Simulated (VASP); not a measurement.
# P (Cmce) in VASP: single point with PBE+D3(BJ)

Aim: the single point of P with PBE+D3(BJ).

Everything below comes from runs of VASP 6.6.1. Logs are shortened: lines on timing, memory, paths and dates and some standing lists are left out, and cuts for length are marked.

### Step 1. The cell of the first run

Symmetry: Cmce, No. 64, orthorhombic system. Conventional cell: a = 3.321 Å, b = 10.177 Å, c = 4.162 Å, α = 90.00°, β = 90.00°, γ = 90.00°. Within 2.9 Å of P (site symmetry m) lie 3 P at 2.23 to 2.25 Å.

### Step 2. Single point, PBE+D3(BJ)

INCAR

```
SYSTEM = P
PREC = Accurate
ENCUT = 520
EDIFF = 1E-6
ISMEAR = 0
SIGMA = 0.02
LREAL = .FALSE.
LASPH = .TRUE.
NELM = 60
ALGO = Normal
ISIF = 2
LWAVE = .FALSE.
LCHARG = .FALSE.
GGA = PE
IVDW = 12
NBANDS = 18
```

KPOINTS

```
regular mesh
0
G
  9 9 9
  0 0 0
```

POSCAR

```
P
1.0
    1.6602506673     -5.0886101078      0.0000000000
    1.6602506673      5.0886101078      0.0000000000
    0.0000000000      0.0000000000      4.1622703695
P
4
Direct
    0.8933969528      0.1066030472      0.0716577727
    0.6066030472      0.3933969528      0.5716577727
    0.1066030472      0.8933969528      0.9283422273
    0.3933969528      0.6066030472      0.4283422273
```

Potentials or basis: VASP PAW PBE potentials, release 64 (P).

Started as:

```
cat potpaw_PBE.64/P/POTCAR > POTCAR
mpirun -np 1 vasp_std > vasp.out
```

OUTCAR:

```text
SYSTEM = P
   PREC = Accurate
   ENCUT = 520
   EDIFF = 1E-6
   ISMEAR = 0
   LREAL = .FALSE.
   LASPH = .TRUE.
   NELM = 60
   ISIF = 2
   GGA = PE
   IVDW = 12
 IVDW          = 12

 ion  position               nearest neighbor table
   1  0.893  0.107  0.072-   4 2.23   4 2.23   3 2.25
   2  0.607  0.393  0.572-   3 2.23   3 2.23   4 2.25
   3  0.107  0.893  0.928-   2 2.23   2 2.23   1 2.25
   4  0.393  0.607  0.428-   1 2.23   1 2.23   2 2.25

  LATTYP: Found a base centered orthorhombic cell.
 ALAT       =     3.3205013346
 B/A-ratio  =     3.0649649526
 C/A-ratio  =     1.2535066094

  Lattice vectors:

 A1 = (   1.6602506673,  -5.0886101078,   0.0000000000)
 A2 = (   1.6602506673,   5.0886101078,   0.0000000000)
 A3 = (   0.0000000000,   0.0000000000,   4.1622703695)

Analysis of symmetry for initial positions (statically):
=====================================================================
 Subroutine PRICEL returns:
 Original cell was already a primitive cell.

 Routine SETGRP: Setting up the symmetry group for a
 base centered orthorhombic supercell.

 Subroutine GETGRP returns: Found  8 space group operations
 (whereof  4 operations were pure point group operations)
 out of a pool of  8 trial point group operations.

The static configuration has the point symmetry C_2h.
 The point group associated with its full space group is D_2h.

Analysis of symmetry for dynamics (positions and initial velocities):
=====================================================================
 Subroutine PRICEL returns:
 Original cell was already a primitive cell.

 Routine SETGRP: Setting up the symmetry group for a
 base centered orthorhombic supercell.

 Subroutine GETGRP returns: Found  8 space group operations
 (whereof  4 operations were pure point group operations)
 out of a pool of  8 trial point group operations.

The dynamic configuration has the point symmetry C_2h.
 The point group associated with its full space group is D_2h.

 Subroutine INISYM returns: Found  8 space group operations
 (whereof  4 operations are pure point group operations),
 and found     1 'primitive' translations

----------------------------------------------------------------------------------------

                                     Primitive cell

[... 85 lines left out ...]
   PREC   = accura    normal or accurate (medium, high low for compatibility)
   ISTART =      0    job   : 0-new  1-cont  2-samecut
   ICHARG =      2    charge: 1-file 2-atom 10-const
   ISPIN  =      1    spin polarized calculation?
   LNONCOLLINEAR =      F non collinear calculations
   LSORBIT =      F    spin-orbit coupling
   LASPH  =      T    aspherical Exc in radial PAW
   ENCUT  =  520.0 eV  38.22 Ry    6.18 a.u.   9.95  9.95  7.74*2*pi/ulx,y,z
   NELM   =     60;   NELMIN=  2; NELMDL= -5     # of ELM steps
   EDIFF  = 0.1E-05   stopping-criterion for ELM
   LREAL  =      F    real-space projection
[... 7 lines left out ...]
   TEBEG  =    0.0;   TEEND  =   0.0 temperature during run
   PSTRESS=    0.0 pullay stress
   NELECT =      20.0000    total number of electrons
   NUPDOWN=      -1.0000    fix difference up-down
   EMIN   =  10.00;   EMAX   =-10.00  energy-range for DOS
   EFERMI =   0.00;   METHOD = LEGACY
   ISMEAR =     0;   SIGMA  =   0.02  broadening in eV -4-tet -1-fermi 0-gaus
   EFERMI_NEDOS =   21; number of points for ismear=-14 and -15
   IALGO  =     38    algorithm
   IMIX   =      4    mixing-type and parameters
     AMIX     =   0.40;   BMIX     =  1.00
     AMIX_MAG =   1.60;   BMIX_MAG =  1.00
  volume/ion in A,a.u.               =      17.58       118.65
  Fermi-wavevector in a.u.,A,eV,Ry     =   1.076565  2.034414 15.769061  1.158993
  Thomas-Fermi vector in A             =   2.212453
   LORBIT       =      0    0 simple, 1 ext, 2 COOP (PROOUT), +10 PAW based schemes
   GGA     = PE    functional components
   LHFCALC =     F    Hartree Fock is set to
   AEXX    =    0.0000 exact exchange contribution
   IVDW    =    12    specifies the selected vdW correction
   LEPSILON=     F    determine dielectric tensor
   LRPA    =     F    only Hartree local field effects (RPA)
 non-spin polarized calculation
 Gauss-broadening in eV      SIGMA  =   0.02
  energy-cutoff  :      520.00
  volume of cell :       70.33
 maximum number of plane-waves:      1911
   NGX = 19   NGY = 19   NGZ = 15

 number of electron      19.9999997 magnetization

 Free energy of the ion-electron system (eV)
  ---------------------------------------------------
  ext. energy  EPLUGINS =         0.00000000
  ---------------------------------------------------
  free energy    TOTEN  =       -21.37105828 eV

  energy without entropy =      -21.37094574  energy(sigma->0) =      -21.37100201

 E-fermi :   7.4712     XC(G=0): -10.2814

 val. band max:        7.4403759612   @ k =   0.4444   0.2222   0.0000
 cond. band min:       7.4774126927   @ k =  -0.3333   0.3333   0.0000
 fundamental gap:      0.0370367314
 Fermi energy:         7.4712120216

 k-point     1 :       0.0000    0.0000    0.0000
  band No.  band energies     occupation
      1      -8.5707      2.00000
      2      -5.2101      2.00000
      3      -1.6962      2.00000
      4       0.1248      2.00000
      5       2.3246      2.00000
      6       3.1881      2.00000
[... 481 lines left out ...]
      5       1.8407      2.00000
      6       2.0611      2.00000
[... 10 lines left out ...]
     17      13.5517      0.00000
     18      13.6192      0.00000

 [... further k-points ...]

------------------------ aborting loop because EDIFF is reached ----------------------------------------

 Edisp (eV)   -1.59703

 E8    (eV) :    -0.6047

  FORCE on cell =-STRESS in cart. coord.  units (eV):
  Direction    XX          YY          ZZ          XY          YZ          ZX
  --------------------------------------------------------------------------------------
  -------------------------------------------------------------------------------------
  Total      -0.14447    -0.15419    -0.14187     0.00000    -0.00000     0.00000
  in kB      -3.29118    -3.51258    -3.23200     0.00000    -0.00000     0.00000
  external pressure =       -3.35 kB  Pullay stress =        0.00 kB

 VOLUME and BASIS-vectors are now :
 -----------------------------------------------------------------------------
  energy-cutoff  :      520.00
  volume of cell :       70.33
      direct lattice vectors                 reciprocal lattice vectors
     1.660250667 -5.088610108  0.000000000     0.301159343 -0.098258658  0.000000000
     1.660250667  5.088610108  0.000000000     0.301159343  0.098258658  0.000000000
     0.000000000  0.000000000  4.162270369     0.000000000  0.000000000  0.240253494

 POSITION                                       TOTAL-FORCE (eV/Angst)
 -----------------------------------------------------------------------------------
      1.66025     -4.00369      0.29826         0.000000     -0.043140      0.044439
      1.66025     -1.08492      2.37939         0.000000      0.043140      0.044439
      1.66025      4.00369      3.86401         0.000000      0.043140     -0.044439
      1.66025      1.08492      1.78288         0.000000     -0.043140     -0.044439
 -----------------------------------------------------------------------------------
    total drift:                                0.000000      0.000000     -0.000000

  FREE ENERGIE OF THE ION-ELECTRON SYSTEM (eV)
  ---------------------------------------------------
  free  energy   TOTEN  =       -22.9680846776 eV

  energy  without entropy=      -22.9679721371  energy(sigma->0) =      -22.96802841
```

OSZICAR:

```text
N       E                     dE             d eps       ncg     rms          rms(c)
DAV:   1     0.537050484859E+02    0.53705E+02   -0.83318E+03  4500   0.948E+02
DAV:   2    -0.181771443039E+02   -0.71882E+02   -0.69150E+02  6004   0.151E+02
DAV:   3    -0.214752464661E+02   -0.32981E+01   -0.32724E+01  5854   0.319E+01
DAV:   4    -0.215067127306E+02   -0.31466E-01   -0.31439E-01  5844   0.378E+00
DAV:   5    -0.215071559907E+02   -0.44326E-03   -0.44320E-03  5780   0.429E-01    0.104E+01
DAV:   6    -0.214106557451E+02    0.96500E-01   -0.50136E-02  5410   0.123E+00    0.611E+00
DAV:   7    -0.213712038499E+02    0.39452E-01   -0.88949E-02  5548   0.164E+00    0.294E-01
DAV:   8    -0.213709874940E+02    0.21636E-03   -0.10110E-02  5120   0.590E-01    0.147E-01
DAV:   9    -0.213710392022E+02   -0.51708E-04   -0.50231E-04  5876   0.130E-01    0.738E-02
DAV:  10    -0.213710500434E+02   -0.10841E-04   -0.55803E-05  5554   0.401E-02    0.314E-02
DAV:  11    -0.213710578300E+02   -0.77866E-05   -0.11136E-05  5250   0.228E-02    0.878E-03
DAV:  12    -0.213710582843E+02   -0.45434E-06   -0.49366E-07  2902   0.454E-03
   1 F= -.22968085E+02 E0= -.22968028E+02  d E =-.112540E-03
```

stdout:

```text
POSCAR found type information on POSCAR P
 POSCAR found :  1 types and       4 ions
 scaLAPACK will be used
 LDA part: xc-table for (Slater+PW92), standard interpolation
 POSCAR, INCAR and KPOINTS ok, starting setup
 FFT: planning ... GRIDC
 FFT: planning ... GRID_SOFT
 FFT: planning ... GRID
 WAVECAR not read
 entering main loop
```

It took 81 s on 1 thread of Intel Xeon Platinum 8488C (Sapphire Rapids), shared host; peak memory 0.28 GiB.

Results:

```yaml
Free_energy: -22.9681 eV
Pressure: -0.3 GPa
Largest_force: 0.062 eV/Å
Band_gap_on_the_k_mesh: zero (band 10 reaches 7.49 eV, above the bottom of band 11 at 7.44 eV)
Dispersion_energy_per_atom: -0.399 eV
```

Forces on the atoms (eV/Å):
```
P    0.000 -0.043  0.044
P    0.000  0.043  0.044
P    0.000  0.043 -0.044
P    0.000 -0.043 -0.044
```

Caveat: pairwise dispersion overbinds metals, which lowers pressure and volume.
